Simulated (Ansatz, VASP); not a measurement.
## One calculation of Si3As2, two programs

```
Si As
1.0
     4.52877    0.00000    0.00000
    -2.26439    3.92203    0.00000
     0.00000    0.00000    5.34780
Si As
3 2
Cartesian
  0.0000 0.0000 0.0000
  0.0000 2.6147 4.1514
  2.2644 1.3073 1.1964
  0.0000 2.6147 1.3652
  2.2644 1.3073 3.9826
```

Alike in both runs: functional PBE; k mesh 6 × 6 × 4; occupations gaussian, width 0.1 eV; no spin polarisation.

Ansatz relaxed the structure, and its values are those at the end. VASP's run is a single point on that final structure, the one shown.

```csv
,VASP,Ansatz
version,VASP 6.6.1,Ansatz 0.2.0
potentials or method,"VASP PAW PBE potentials, release 64 (Si, As), cutoff 520 eV","scalar-relativistic, plane waves, PAW"
valence electrons in the cell,22,42
```

VASP gave:

- gap on the k mesh at the Fermi level (eV): none
- pressure (GPa): 0.0
- rms of the force components (eV/Å): 0.005

Question: Which values does Ansatz return?

Answer: gap on the k mesh at the Fermi level (eV): none; pressure (GPa): -0.1; rms of the force components (eV/Å): 0.001.

A gap of «none» marks a metal or a gap that the smearing closes. The functional is the same, so the differences come from potentials, cutoffs and numerics. VASP's potentials hold 22 valence electrons a cell and Ansatz's 42, so a difference there can come from the potentials and not from the codes.
